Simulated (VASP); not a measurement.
Write the native input for VASP 6.6.1 that does the following.

* Task: single point
* Functional: PBE
* Potentials or basis: VASP PAW PBE potentials, release 64 (B, N)
* Cutoff: 520 eV
* k mesh: 12 × 12 × 12
* Occupations: gaussian, width 0.05 eV
* Spin: no spin polarisation
* Dipole correction: no
* Further INCAR settings: ALGO = Normal; EDIFF = 1e-07; NBANDS = 11

The structure of BN lies in POSCAR:

```
BN
1.0
    0.0000000000      1.8104799146      1.8775069113
    1.8775069113      0.0000000000      1.8775069113
    1.8775069113      1.8104799146      0.0000000000
B N
1 1
Direct
    0.0000000000      0.0000000000      0.0000000000
    0.7500000000      0.7500000000      0.7500000000
```

This cell differs from its parent crystal: volume 6.382 Å^3 an atom, c/a of the conventional cell 0.9643.

These files were run (other wordings do the same):

INCAR

```
SYSTEM = BN
PREC = Accurate ; ENCUT = 520
EDIFF = 1E-7 ; ISMEAR = 0
SIGMA = 0.05 ; LREAL = .False.
LASPH = .True. ; NELM = 60
ALGO = Normal ; ISIF = 2
LWAVE = .False. ; LCHARG = .True.
GGA = PE ; LELF = .True.
LVHAR = .True. ; NBANDS = 11
```

KPOINTS

```
regular mesh
0
Gamma
  12 12 12
  0 0 0
```

Potentials or basis: VASP PAW PBE potentials, release 64 (B, N).

Launch:

```console
$ cat potpaw_PBE.64/B/POTCAR potpaw_PBE.64/N/POTCAR > POTCAR
$ mpirun -np 1 vasp_std > vasp.out
```

Results of the run:

| Quantity | Value |
| --- | --- |
| Pressure | -22.7 GPa |
| Band gap on the k mesh | 3.79 eV, indirect (least direct gap 8.08 eV) |

It took 18 s on 1 thread of Intel Xeon 6975P-C (shared host), peak memory 0.13 GiB.
